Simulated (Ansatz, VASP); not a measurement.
As: VASP beside Ansatz

INCAR

```
PREC = Accurate
ENCUT = 520
EDIFF = 1E-6
ISMEAR = -1
SIGMA = 0.1
LREAL = F
LASPH = T
NELM = 80
ALGO = Normal
ISIF = 2
LWAVE = F
LCHARG = T
LELF = T
LVHAR = T
NBANDS = 8
```

KPOINTS

```
regular mesh
0
Gamma
  13 13 13
```

File POSCAR:

```
As
1.0
    2.7036800000     -0.0225306667      0.0000000000
   -0.0225306667      2.7036800000      0.0000000000
    0.0000000000      0.0000000000      2.7036800000
As
1
Direct
    0.5000000000      0.5000000000      0.5000000000
```

Input for Ansatz:

```yaml
crystal:
  lattice:
    - [2.70368, -0.02253066666666667, 0.0]
    - [-0.02253066666666667, 2.70368, 0.0]
    - [0.0, 0.0, 2.70368]
  atoms:
    - { symbol: As, position: [0.5, 0.5, 0.5] }
basis:
  ecutwfc: 470.0
kpoints:
  mp_grid:
    grid: [13, 13, 13]
hamiltonian:
  xc: lda
scf:
  occupations:
    method: fermi_dirac
    width: 0.1
output:
  stress: true
```

Alike in both runs: task single point; functional LDA; k mesh 13 × 13 × 13; occupations fermi-dirac, width 0.1 eV; no spin polarisation.

|  | VASP | Ansatz |
| --- | --- | --- |
| version | VASP 6.6.1 | Ansatz 0.2.0 |
| potentials or method | VASP PAW LDA potentials, release 64 (As), cutoff 520 eV | plane waves, PAW |
| valence electrons in the cell | 5 | 15 |

|  | VASP | Ansatz | Ansatz less VASP |
| --- | --- | --- | --- |
| pressure (GPa) | -2.5 | -2.9 | -0.32 |
| traceless stress, the component that is largest in VASP (GPa) | 0.52 | 0.53 | +0.003 |

LDA's correlation is that of Perdew and Zunger in VASP and of Perdew and Wang (1992) in Ansatz. VASP's potentials hold 5 valence electrons a cell and Ansatz's 15, so a difference there can come from the potentials and not from the codes.
